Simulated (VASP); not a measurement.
Here is a VASP 6.6.1 calculation.

INCAR

```
PREC = Accurate
ENCUT = 600
EDIFF = 1E-7
ISMEAR = -1
SIGMA = 0.05
LREAL = F
LASPH = T
NELM = 60
ALGO = Normal
ISIF = 3
LWAVE = F
LCHARG = F
GGA = PS
IBRION = 2
NSW = 80
EDIFFG = -0.03
```

The input KPOINTS:

```
Automatic mesh
0
Gamma
  7 7 7
```

File POSCAR:

```
LiPb
1.0
    2.4935000000      1.4396229000      2.0626666700
   -2.4935000000      1.4396229000      2.0626666700
    0.0000000000     -2.8792457900      2.0626666700
Li Pb
1 1
Direct
    0.5000000000      0.5000000000      0.5000000000
    0.0000000000      0.0000000000      0.0000000000
```

Potentials or basis: VASP PAW PBE potentials, release 64 (Li_sv, Pb_d).

The run is started by

```sh
$ cat potpaw_PBE.64/Li_sv/POTCAR potpaw_PBE.64/Pb_d/POTCAR > POTCAR
$ mpirun -np 1 vasp_std > vasp.out
```

Estimate the relaxed cell.

a = 3.507 Å, b = 3.507 Å, c = 3.507 Å, α = 89.76°, β = 89.76°, γ = 89.76°.

Predict the space group after relaxing (to 0.1 Å).

Pm-3m (No. 221).

The path:
| step | energy change (eV) | largest force (eV/Å) | pressure (GPa) | volume (Å³) |
| --- | --- | --- | --- | --- |
| 1 | 0.0000 | 0.0000 | -0.99 | 44.43 |
| 2 | -0.0040 | 0.0000 | -0.30 | 43.55 |
| 3 | -0.0045 | 0.0000 | 0.05 | 43.14 |

Caveat: the cutoff is under 1.25 times the usual one of these potentials, so pressure, stress and relaxed cells hold a basis-set (Pulay) error; the PAW data sets were made with another functional, which shifts forces and pressure a little.
